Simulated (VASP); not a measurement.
Input of a VASP 6.6.1 run:

File INCAR:

```
PREC = Accurate
ENCUT = 520
EDIFF = 1E-7
ISMEAR = -1
SIGMA = 0.05
LREAL = F
LASPH = T
NELM = 80
ALGO = Normal
ISIF = 2
LWAVE = F
LCHARG = T
GGA = PS
LELF = T
LVHAR = T
NBANDS = 17
```

KPOINTS

```
Automatic mesh
0
Gamma
  7 7 7
```

File POSCAR:

```
PbS
1.0
    0.0000000000      2.9500000000      2.9500000000
    2.9500000000      0.0000000000      2.9500000000
    2.9500000000      2.9500000000      0.0000000000
Pb S
1 1
Direct
    0.0000000000      0.0000000000      0.0000000000
    0.5000000000      0.5000000000      0.5000000000
```

Potentials or basis: VASP PAW PBE potentials, release 64 (Pb_d, S).

Command:

```console
$ cat potpaw_PBE.64/Pb_d/POTCAR potpaw_PBE.64/S/POTCAR > POTCAR
$ mpirun -np 1 vasp_std > vasp.out
```

(1) Estimate the pressure.

Results:

(1) 0.0 GPa.

Caveat: the PAW data sets were made with another functional, which shifts forces and pressure a little.
